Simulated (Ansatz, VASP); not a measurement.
One calculation of BaZrO3, two programs

INCAR

```
SYSTEM = BaZrO3
PREC = Accurate ; ENCUT = 600
EDIFF = 1E-7 ; ISMEAR = -1
SIGMA = 0.05 ; LREAL = .FALSE.
LASPH = .TRUE. ; NELM = 60
ALGO = Normal ; ISIF = 3
LWAVE = .FALSE. ; LCHARG = .FALSE.
GGA = PS ; IBRION = 2
NSW = 100 ; EDIFFG = -0.002
```

Contents of KPOINTS:

```
regular mesh
0
G
  8 8 8
  0 0 0
```

POSCAR

```
BaZrO3
1.0
    4.1913400000      0.0000000000      0.0000000000
    0.0000000000      4.1913400000      0.0000000000
    0.0000000000      0.0000000000      4.1913400000
Ba Zr O
1 1 3
Direct
    0.0000000000      0.0000000000      0.0000000000
    0.5000000000      0.5000000000      0.5000000000
    0.0000000000      0.5000000000      0.5000000000
    0.5000000000      0.0000000000      0.5000000000
    0.5000000000      0.5000000000      0.0000000000
```

Input for Ansatz:

```yaml
crystal:
  lattice:
    - [4.19134, 0.0, 0.0]
    - [0.0, 4.19134, 0.0]
    - [0.0, 0.0, 4.19134]
  atoms:
    - { symbol: Ba, position: [0.0, 0.0, 0.0] }
    - { symbol: Zr, position: [0.5, 0.5, 0.5] }
    - { symbol: O, position: [0.0, 0.5, 0.5] }
    - { symbol: O, position: [0.5, 0.0, 0.5] }
    - { symbol: O, position: [0.5, 0.5, 0.0] }
kpoints:
  mp_grid: { grid: [8, 8, 8] }
scf:
  occupations: { method: fermi_dirac, width: 0.05 }
hamiltonian:
  xc: pbesol
  pseudopotentials: { kind: paw }
relax:
  f_tol: 0.002
  max_steps: 80
  cell: {}
output:
  forces: true
  stress: true
```

Alike in both runs: task relaxation of cell and atoms; functional PBEsol; k mesh 8 × 8 × 8; occupations fermi-dirac, width 0.05 eV; no spin polarisation.

|  | VASP | Ansatz |
| --- | --- | --- |
| version | VASP 6.6.1 | Ansatz 0.2.0 |
| potentials or method | VASP PAW PBE potentials, release 64 (Ba_sv, Zr_sv, O) | PAW with Ansatz's default frozen-core files, scalar-relativistic |
| plane-wave cutoff (eV) | 600 | 420 |
| valence electrons in the cell | 40 | 40 |

Ansatz gave:

| Item | Value |
| --- | --- |
| relaxed volume (Å³/atom) | 14.61 |
| relaxed length of the cell vector where the two differ most in proportion (Å) | 4.181 |

Problem. Estimate VASP's values.

Solution. Relaxed volume (Å³/atom): 14.71; relaxed length of the cell vector where the two differ most in proportion (Å): 4.189.

VASP's potentials were made for PBE, not for PBEsol.

Neither program's run includes spin-orbit coupling.
